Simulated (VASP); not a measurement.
# I (Fm-3m) in VASP: single point with PBE

Aim: the single point of I with PBE.

All numbers are computed with VASP 6.6.1; they aren't measurements. Logs are shortened: lines on timing, memory, paths and dates and some standing lists are left out, and cuts for length are marked.

### Step 1. The cell of the first run

Symmetry: Fm-3m, No. 225, cubic system. The conventional cell has a = 5.227 Å, b = 5.227 Å, c = 5.227 Å, α = 90.00°, β = 90.00°, γ = 90.00°. I (site symmetry m-3m) has 12 I at 3.70 Å within 4.9 Å.

### Step 2. Single point, PBE

Input file INCAR:

```
ALGO = Normal
EDIFF = 1E-6
ENCUT = 520
GGA = PE
ISIF = 2
ISMEAR = -1
LASPH = True
LCHARG = False
LREAL = False
LWAVE = False
NBANDS = 10
NELM = 60
PREC = Accurate
SIGMA = 0.13605693000000002
```

Input file KPOINTS:

```
k-points
0
Gamma
  11 11 11
```

Input file POSCAR:

```
I
1.0
    0.0000000000      2.6132704168      2.6132704168
    2.6132704168      0.0000000000      2.6132704168
    2.6132704168      2.6132704168      0.0000000000
I
1
Direct
    0.0000000000      0.0000000000      0.0000000000
```

Potentials or basis: VASP PAW PBE potentials, release 64 (I).

The run is started by

```console
$ cat potpaw_PBE.64/I/POTCAR > POTCAR
$ mpirun -np 1 vasp_std > vasp.out
```

OUTCAR:

```text
EDIFF = 1E-6
   ENCUT = 520
   GGA = PE
   ISIF = 2
   ISMEAR = -1
   LASPH = True
   LREAL = False
   NELM = 60
   PREC = Accurate

 ion  position               nearest neighbor table
   1  0.000  0.000  0.000-

  LATTYP: Found a face centered cubic cell.
 ALAT       =     5.2265408336

  Lattice vectors:

 A1 = (   0.0000000000,   2.6132704168,   2.6132704168)
 A2 = (   2.6132704168,   0.0000000000,   2.6132704168)
 A3 = (   2.6132704168,   2.6132704168,   0.0000000000)

Analysis of symmetry for initial positions (statically):
=====================================================================
 Subroutine PRICEL returns:
 Original cell was already a primitive cell.

 Routine SETGRP: Setting up the symmetry group for a
 face centered cubic supercell.

 Subroutine GETGRP returns: Found 48 space group operations
 (whereof 48 operations were pure point group operations)
 out of a pool of 48 trial point group operations.

The static configuration has the point symmetry O_h .

Analysis of symmetry for dynamics (positions and initial velocities):
=====================================================================
 Subroutine PRICEL returns:
 Original cell was already a primitive cell.

 Routine SETGRP: Setting up the symmetry group for a
 face centered cubic supercell.

 Subroutine GETGRP returns: Found 48 space group operations
 (whereof 48 operations were pure point group operations)
 out of a pool of 48 trial point group operations.

The dynamic configuration has the point symmetry O_h .

 Subroutine INISYM returns: Found 48 space group operations
 (whereof 48 operations are pure point group operations),
 and found     1 'primitive' translations

----------------------------------------------------------------------------------------

                                     Primitive cell

  volume of cell :      35.6930

  direct lattice vectors                    reciprocal lattice vectors
     0.000000000  2.613270417  2.613270417    -0.191331137  0.191331137  0.191331137
     2.613270417  0.000000000  2.613270417     0.191331137 -0.191331137  0.191331137
     2.613270417  2.613270417  0.000000000     0.191331137  0.191331137 -0.191331137

  length of vectors
     3.695722466  3.695722466  3.695722466     0.331395250  0.331395250  0.331395250

  position of ions in fractional coordinates (direct lattice)
     0.000000000  0.000000000  0.000000000

  ion indices of the primitive-cell ions
   primitive index   ion index
                 1           1

----------------------------------------------------------------------------------------

 KPOINTS: k-points

Automatic generation of k-mesh.
 Grid dimensions read from file:
 generate k-points for:   11   11   11

 Generating k-lattice:

  Cartesian coordinates                     Fractional coordinates (reciprocal lattice)
    -0.017393740  0.017393740  0.017393740     0.090909091  0.000000000  0.000000000
     0.017393740 -0.017393740  0.017393740     0.000000000  0.090909091  0.000000000
     0.017393740  0.017393740 -0.017393740     0.000000000  0.000000000  0.090909091

  Length of vectors
     0.030126841  0.030126841  0.030126841

  Shift w.r.t. Gamma in fractional coordinates (k-lattice)
     0.000000000  0.000000000  0.000000000

 Subroutine IBZKPT returns following result:
 ===========================================

 Found     56 irreducible k-points:

 Following reciprocal coordinates:
            Coordinates               Weight
  0.000000  0.000000  0.000000      1.000000
  0.090909  0.000000  0.000000      8.000000
  0.181818  0.000000  0.000000      8.000000
  0.272727  0.000000  0.000000      8.000000
  0.363636  0.000000  0.000000      8.000000
  0.454545  0.000000  0.000000      8.000000
[... 16 lines left out ...]
 -0.272727  0.181818  0.000000     24.000000
 -0.181818  0.181818  0.000000     12.000000
 [... further k-points ...]
   k-points           NKPTS =     56   k-points in BZ     NKDIM =     56   number of bands    NBANDS=     10
   number of dos      NEDOS =    301   number of ions     NIONS =      1
   total plane-waves  NPLWV =  21952
   dimension x,y,z NGX =    28 NGY =   28 NGZ =   28
   dimension x,y,z NGXF=    56 NGYF=   56 NGZF=   56
   ions per type =               1
   NGX,Y,Z   is equivalent  to a cutoff of  12.60, 12.60, 12.60 a.u.
   NGXF,Y,Z  is equivalent  to a cutoff of  25.19, 25.19, 25.19 a.u.
 SYSTEM =  unknown system
   PREC   = accura    normal or accurate (medium, high low for compatibility)
   ISTART =      0    job   : 0-new  1-cont  2-samecut
   ICHARG =      2    charge: 1-file 2-atom 10-const
   ISPIN  =      1    spin polarized calculation?
   LNONCOLLINEAR =      F non collinear calculations
   LSORBIT =      F    spin-orbit coupling
   LASPH  =      T    aspherical Exc in radial PAW
   ENCUT  =  520.0 eV  38.22 Ry    6.18 a.u.   6.87  6.87  6.87*2*pi/ulx,y,z
   NELM   =     60;   NELMIN=  2; NELMDL= -5     # of ELM steps
   EDIFF  = 0.1E-05   stopping-criterion for ELM
   LREAL  =      F    real-space projection
   EDIFFG = 0.1E-04   stopping-criterion for IOM
   NSW    =      0    number of steps for IOM
   IBRION =     -1    ionic relax: 0-MD 1-quasi-New 2-CG
   NFREE  =      0    steps in history (QN), initial steepest desc. (CG)
   ISIF   =      2    stress and relaxation
   ISYM   =      2    0-nonsym 1-usesym 2-fastsym
   POTIM  = 0.5000    time-step for ionic-motion
   TEBEG  =    0.0;   TEEND  =   0.0 temperature during run
   PSTRESS=    0.0 pullay stress
   NELECT =       7.0000    total number of electrons
   NUPDOWN=      -1.0000    fix difference up-down
   EMIN   =  10.00;   EMAX   =-10.00  energy-range for DOS
   EFERMI =   0.00;   METHOD = LEGACY
   ISMEAR =    -1;   SIGMA  =   0.14  broadening in eV -4-tet -1-fermi 0-gaus
   EFERMI_NEDOS =   21; number of points for ismear=-14 and -15
   IALGO  =     38    algorithm
   IMIX   =      4    mixing-type and parameters
     AMIX     =   0.40;   BMIX     =  1.00
     AMIX_MAG =   1.60;   BMIX_MAG =  1.00
  volume/ion in A,a.u.               =      35.69       240.87
  Fermi-wavevector in a.u.,A,eV,Ry     =   0.951144  1.797402 12.308862  0.904676
  Thomas-Fermi vector in A             =   2.079587
   LORBIT       =      0    0 simple, 1 ext, 2 COOP (PROOUT), +10 PAW based schemes
   GGA     = PE    functional components
   LHFCALC =     F    Hartree Fock is set to
   AEXX    =    0.0000 exact exchange contribution
   IVDW    =     0    specifies the selected vdW correction
   LEPSILON=     F    determine dielectric tensor
   LRPA    =     F    only Hartree local field effects (RPA)
 non-spin polarized calculation
  energy-cutoff  :      520.00
  volume of cell :       35.69
 maximum number of plane-waves:       974
   NGX = 13   NGY = 13   NGZ = 13

 number of electron       6.9999999 magnetization

 Free energy of the ion-electron system (eV)
  ---------------------------------------------------
  ext. energy  EPLUGINS =         0.00000000
  ---------------------------------------------------
  free energy    TOTEN  =        -1.08658353 eV

  energy without entropy =       -0.99148428  energy(sigma->0) =       -1.03903390

 E-fermi :   4.2481     XC(G=0):  -9.0260

 val. band max:        4.1865698477   @ k =   0.2727   0.1818   0.0000
 cond. band min:       4.2876845860   @ k =  -0.2727   0.2727   0.0000
 fundamental gap:      0.1011147383
 Fermi energy:         4.2480882327

 k-point     1 :       0.0000    0.0000    0.0000
  band No.  band energies     occupation
      1      -9.0510      2.00000
      2       5.1995      0.00184
      3       5.1995      0.00184
      4       5.1995      0.00184
      5      11.3149      0.00000
      6      13.8962      0.00000
      7      13.8962      0.00000
      8      13.8962      0.00000
      9      16.0617      0.00000
     10      17.5712      0.00000

 k-point     2 :       0.0909    0.0000    0.0000
  band No.  band energies     occupation
      1      -8.9663      2.00000
      2       4.5704      0.17112
      3       5.1347      0.00295
      4       5.1347      0.00295
      5      11.7664      0.00000
      6      13.5005      0.00000
      7      14.0644      0.00000
      8      14.0644      0.00000
      9      16.9316      0.00000
     10      16.9709      0.00000

 k-point     3 :       0.1818    0.0000    0.0000
  band No.  band energies     occupation
      1      -8.7247      2.00000
      2       3.2190      1.99896
      3       4.9706      0.00983
      4       4.9706      0.00983
      5      11.8413      0.00000
      6      14.0555      0.00000
      7      14.3126      0.00000
      8      14.3126      0.00000
      9      16.3884      0.00000
     10      16.3884      0.00000

 k-point     4 :       0.2727    0.0000    0.0000
  band No.  band energies     occupation
      1      -8.3686      2.00000
      2       1.7852      2.00000
      3       4.7739      0.04107
      4       4.7739      0.04107
      5      11.3604      0.00000
      6      14.0684      0.00000
      7      14.0684      0.00000
      8      15.4873      0.00000
      9      16.8042      0.00000
     10      16.9473      0.00000

 k-point     5 :       0.3636    0.0000    0.0000
  band No.  band energies     occupation
      1      -7.9868      2.00000
      2       0.6079      2.00000
      3       4.6082      0.13239
      4       4.6082      0.13239
      5      10.9904      0.00000
      6      13.6443      0.00000
      7      13.6443      0.00000
      8      15.6471      0.00000
      9      17.8036      0.00000
     10      18.2906      0.00000

 k-point     6 :       0.4545    0.0000    0.0000
  band No.  band energies     occupation
      1      -7.7244      2.00000
      2      -0.0701      2.00000
      3       4.5154      0.24587
      4       4.5154      0.24587
      5      10.8051      0.00000
      6      13.3917      0.00000
      7      13.3917      0.00000
      8      15.3688      0.00000
      9      19.2305      0.00000
     10      19.9830      0.00000
[... 183 lines left out ...]
 k-point    21 :      -0.4545    0.1818    0.0000
  band No.  band energies     occupation
      1      -7.5147      2.00000
      2       0.2222      2.00000
      3       3.0510      1.99970
      4       4.0985      1.50028
      5      11.1795      0.00000
      6      13.0037      0.00000
      7      14.5817      0.00000
      8      16.3155      0.00000
      9      18.4958      0.00000
     10      19.6257      0.00000

 k-point    22 :      -0.3636    0.1818    0.0000
  band No.  band energies     occupation
      1      -7.6059      2.00000
      2       0.4447      2.00000
      3       2.9074      1.99989
      4       4.3244      0.72678
      5      11.5538      0.00000
      6      13.0161      0.00000
      7      14.4105      0.00000
      8      16.4115      0.00000
      9      17.7631      0.00000
     10      18.9042      0.00000

 k-point    23 :      -0.2727    0.1818    0.0000
  band No.  band energies     occupation
      1      -7.8961      2.00000
      2       1.1461      2.00000
      3       3.0179      1.99976
      4       4.6147      0.12657
      5      12.1759      0.00000
      6      13.1271      0.00000
      7      14.4883      0.00000
      8      15.0383      0.00000
      9      16.2014      0.00000
     10      19.4839      0.00000

 k-point    24 :      -0.1818    0.1818    0.0000
  band No.  band energies     occupation
      1      -8.2488      2.00000
      2       1.9971      2.00000
      3       3.5049      1.99155
      4       4.8830      0.01864
      5      12.9330      0.00000
      6      13.0713      0.00000
      7      13.9946      0.00000
      8      14.7815      0.00000
      9      15.1093      0.00000
     10      19.6320      0.00000

 [... further k-points ...]

------------------------ aborting loop because EDIFF is reached ----------------------------------------

  FORCE on cell =-STRESS in cart. coord.  units (eV):
  Direction    XX          YY          ZZ          XY          YZ          ZX
  --------------------------------------------------------------------------------------
  -------------------------------------------------------------------------------------
  Total       -0.0211768     -0.0211768     -0.0211768      0.0000000      0.0000000      0.0000000
  in kB       -0.9505790     -0.9505790     -0.9505790      0.0000000      0.0000000      0.0000000
  external PRESSURE =      -0.9505790 kB  Pullay stress =       0.0000000 kB

 VOLUME and BASIS-vectors are now :
 -----------------------------------------------------------------------------
  energy-cutoff  :      520.00
  volume of cell :       35.69
      direct lattice vectors                 reciprocal lattice vectors
     0.000000000  2.613270417  2.613270417    -0.191331137  0.191331137  0.191331137
     2.613270417  0.000000000  2.613270417     0.191331137 -0.191331137  0.191331137
     2.613270417  2.613270417  0.000000000     0.191331137  0.191331137 -0.191331137

 POSITION                                       TOTAL-FORCE (eV/Angst)
 -----------------------------------------------------------------------------------
      0.00000      0.00000      0.00000         0.000000     -0.000000      0.000000
 -----------------------------------------------------------------------------------
    total drift:                                0.000000      0.000000      0.000000

  FREE ENERGIE OF THE ION-ELECTRON SYSTEM (eV)
  ---------------------------------------------------
  free  energy   TOTEN  =        -1.0865835255 eV

  energy  without entropy=       -0.9914842773  energy(sigma->0) =       -1.03903390
```

Run time: 5.7 s. Hardware: 1 thread of Intel Xeon 6975P-C (Granite Rapids), shared host; peak memory 0.15 GiB.

Results:

- Free energy: -1.0866 eV
- Pressure: -0.1 GPa

Levels at points of the mesh, in eV from the Fermi level:
| k point | band 2 | band 3 | band 4 | band 5 | band 6 | band 7 |
| --- | --- | --- | --- | --- | --- | --- |
| (0.00, 0.00, 0.00) | 0.95 | 0.95 | 0.95 | 7.07 | 9.65 | 9.65 |

Caveat: spin-orbit coupling is left out, which moves the levels of the heavy elements; an odd number of electrons without spin polarisation forces a metal; a magnetic or distorted state may lie lower.
